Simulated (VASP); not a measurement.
# Zn (Fd-3m) in VASP: a series of runs, part 2 of 2

VASP 6.6.1. The steps go on from the part before.

## 5. Relaxation of cell and atoms, PBE, target pressure 120 GPa, at which the enthalpy is minimised

This run uses another cell than the first one, of 11.93 Å³/atom, 1.184 times its volume.

INCAR

```
PREC     = Accurate       # precision mode
ENCUT    = 600            # plane-wave cutoff, eV
EDIFF    = 1E-7           # SCF threshold, eV
ISMEAR   = -1             # smearing method
SIGMA    = 0.1            # smearing width, eV
LREAL    = False          # projectors in reciprocal space
LASPH    = True           # aspherical terms in the spheres
NELM     = 60             # most SCF steps
ALGO     = Normal         # electronic algorithm
ISIF     = 3              # what is computed and relaxed
LWAVE    = False          # write WAVECAR
LCHARG   = False          # write CHGCAR
GGA      = PE             # functional
IBRION   = 2              # ionic algorithm
NSW      = 32             # ionic steps
EDIFFG   = -0.005         # ionic threshold
PSTRESS  = 1200.0
```

KPOINTS

```
Automatic mesh
0
Gamma
  15 15 15
```

POSCAR

```
Zn
1.0
    0.0000000000      2.2846694968      2.2846694968
    2.2846694968      0.0000000000      2.2846694968
    2.2846694968      2.2846694968      0.0000000000
Zn
2
Direct
   -0.1250000000     -0.1250000000     -0.1250000000
    0.1250000000      0.1250000000      0.1250000000
```

Potentials or basis: VASP PAW PBE potentials, release 64 (Zn).

On the command line:

```console
> cat potpaw_PBE.64/Zn/POTCAR > POTCAR
> mpirun -np 1 vasp_std > vasp.out
```

OUTCAR:

```text
PREC = Accurate
   ENCUT = 600
   EDIFF = 1E-7
   ISMEAR = -1
   LREAL = False
   LASPH = True
   NELM = 60
   ISIF = 3
   GGA = PE
   IBRION = 2
   NSW = 32
   EDIFFG = -0.005
   PSTRESS = 1200.0

 ion  position               nearest neighbor table
   1  0.875  0.875  0.875-   2 1.98   2 1.98   2 1.98   2 1.98
   2  0.125  0.125  0.125-   1 1.98   1 1.98   1 1.98   1 1.98

  LATTYP: Found a face centered cubic cell.
 ALAT       =     4.5693389936

  Lattice vectors:

 A1 = (   0.0000000000,   2.2846694968,   2.2846694968)
 A2 = (   2.2846694968,   0.0000000000,   2.2846694968)
[... 253 lines left out ...]
--------------------------------------- Ionic step        3  -------------------------------------------

 number of electron      24.0000018 magnetization

 Free energy of the ion-electron system (eV)
  ---------------------------------------------------
  ext. energy  EPLUGINS =         0.00000000
  ---------------------------------------------------
  free energy    TOTEN  =         3.43424728 eV

  energy without entropy =        3.45105512  energy(sigma->0) =        3.44265120

 E-fermi :   4.8199     XC(G=0): -12.6079

 val. band max:        4.7448588950   @ k =  -0.4000   0.4667   0.1333
 cond. band min:       4.9120188049   @ k =  -0.4667   0.3333   0.0667
 fundamental gap:      0.1671599099
 Fermi energy:         4.8198616492

 k-point     1 :       0.0000    0.0000    0.0000
  band No.  band energies     occupation
      1      -7.4880      2.00000
      2      -5.3811      2.00000
      3      -5.3811      2.00000
      4      -5.3587      2.00000
      5      -5.3587      2.00000
      6      -5.3587      2.00000
[... 433 lines left out ...]
      3      -5.3747      2.00000
      4      -5.3396      2.00000
      5      -5.1647      2.00000
      6      -4.8795      2.00000
[... 8 lines left out ...]
     15      14.0887      0.00000
     16      15.5949      0.00000

 [... further k-points ...]
[... 5 lines left out ...]
  --------------------------------------------------------------------------------------
  -------------------------------------------------------------------------------------
  Total       17.9450470     17.9450470     17.9450470      0.0000000     -0.0000000     -0.0000000
  in kB     1199.9710234   1199.9710234   1199.9710234      0.0000000     -0.0000000     -0.0000000
  external PRESSURE =      -0.0289766 kB  Pullay stress =    1200.0000000 kB
[... 21 lines left out ...]
  energy  without entropy=        3.4510551162  energy(sigma->0) =        3.44265120

  enthalpy is  TOTEN    =        21.3797275774 eV   P V=       17.9454802932

 reached required accuracy - stopping structural energy minimisation
```

OSZICAR:

```text
N       E                     dE             d eps       ncg     rms          rms(c)
DAV:   1     0.107921834351E+03    0.10792E+03   -0.13898E+04  3880   0.281E+03
DAV:   2     0.635723423409E+01   -0.10156E+03   -0.10038E+03  3936   0.332E+02
DAV:   3     0.316702166433E+01   -0.31902E+01   -0.31842E+01  4504   0.695E+01
[... 27 lines left out ...]
DAV:   5     0.343424476292E+01   -0.11513E-04   -0.14033E-04  4128   0.122E-01    0.784E-03
DAV:   6     0.343424717937E+01    0.24165E-05   -0.68673E-06  4176   0.335E-02    0.161E-03
DAV:   7     0.343424738845E+01    0.20908E-06   -0.28829E-07  3576   0.503E-03    0.814E-04
DAV:   8     0.343424727470E+01   -0.11376E-06   -0.19271E-08  1944   0.213E-03    0.224E-04
DAV:   9     0.343424728421E+01    0.95079E-08   -0.21241E-09  1968   0.786E-04
   3 F= 0.21379728E+02 E0= 0.21388131E+02  d E =-.696478E-03
```

It took 2 min on 1 thread of Intel Xeon 6975P-C, shared host; peak memory 0.19 GiB.

What came out:

```yaml
Free_energy: 3.4342 eV
Relaxed_volume: 11.98 Å³/atom
Relaxed_cell: a = 3.236 Å, b = 3.236 Å, c = 3.236 Å, α = 60.00°, β = 60.00°, γ = 60.00°
Space_group_after_relaxing_to_0.05_Å: Fd-3m (No. 227)
Energy_change_on_relaxing_the_enthalpy_is_what_falls: -41.3 meV/atom
Ionic_steps: 3
Pressure_after_relaxing: 120.0 GPa
Band_gap_on_the_k_mesh: zero (band 12 reaches 14.58 eV, above the bottom of band 13 at 2.56 eV)
```

Step by step:
```
step  energy change (eV)  largest force (eV/Å)  pressure (GPa)  volume (Å³)
   1              0.0000                0.0000          122.08        23.85
   2             -0.3941                0.0000          112.11        24.39
   3             -0.0825                0.0000          120.00        23.96
```

Final structure:
```cif
data_structure
_symmetry_space_group_name_H-M 'P 1'
_symmetry_Int_Tables_number 1
_cell_length_a 3.2359
_cell_length_b 3.2359
_cell_length_c 3.2359
_cell_angle_alpha 60.000
_cell_angle_beta 60.000
_cell_angle_gamma 60.000
_cell_volume 23.96
loop_
_atom_site_label
_atom_site_type_symbol
_atom_site_fract_x
_atom_site_fract_y
_atom_site_fract_z
_atom_site_occupancy
Zn1 Zn 0.87500 0.87500 0.87500 1
Zn2 Zn 0.12500 0.12500 0.12500 1
```

Levels at points of the mesh, in eV from the Fermi level:
| k point | band 9 | band 10 | band 11 | band 12 | band 13 | band 14 | band 15 | band 16 |
| --- | --- | --- | --- | --- | --- | --- | --- | --- |
| (0.00, 0.00, 0.00) | -8.43 | -7.52 | -7.52 | 9.76 | 9.76 | 9.76 | 10.50 | 10.50 |

Caveat: the cell is relaxed towards a set pressure, so the enthalpy falls and the energy may rise.
